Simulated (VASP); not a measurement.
Input of a VASP 6.6.1 run:

File INCAR:

```
SYSTEM = C
PREC = Accurate
ENCUT = 520
EDIFF = 1E-6
ISMEAR = 0
SIGMA = 0.02
LREAL = .False.
LASPH = .True.
NELM = 100
ALGO = Normal
ISIF = 2
LWAVE = .False.
LCHARG = .False.
GGA = PS
NBANDS = 16
```

The input KPOINTS:

```
Automatic mesh
0
Gamma
  9 9 6
  0 0 0
```

POSCAR

```
C
1.0
    2.4612466108      0.0000000000      0.0000000000
   -1.2306233054      2.1315020900      0.0000000000
    0.0000000000      0.0000000000      4.1980341080
C
4
Direct
    0.3333333333      0.6666666667      0.0000291829
    0.6666666667      0.3333333333      0.5000291829
    0.3333333333      0.6666666667      0.3739708171
    0.6666666667      0.3333333333      0.8739708171
```

Potentials or basis: VASP PAW PBE potentials, release 64 (C).

Run with:

```bash
$ cat potpaw_PBE.64/C/POTCAR > POTCAR
$ mpirun -np 1 vasp_std > vasp.out
```

**Question.** What does it give for the band gap on the k mesh?

**Answer.** 2.90 eV (least direct gap 4.69 eV).

**Question.** Predict the pressure.

**Answer.** 11.4 GPa.

Stress tensor (GPa, compression positive):
```
 22.23   0.00   0.00
  0.00  22.23   0.00
  0.00   0.00 -10.33
```

Caveat: the cell differs from its parent crystal (strained cell); the stress differs along the axes, from -10 to 22 GPa; the PAW data sets were made with another functional, which shifts forces and pressure a little. A k mesh can miss the band edges.
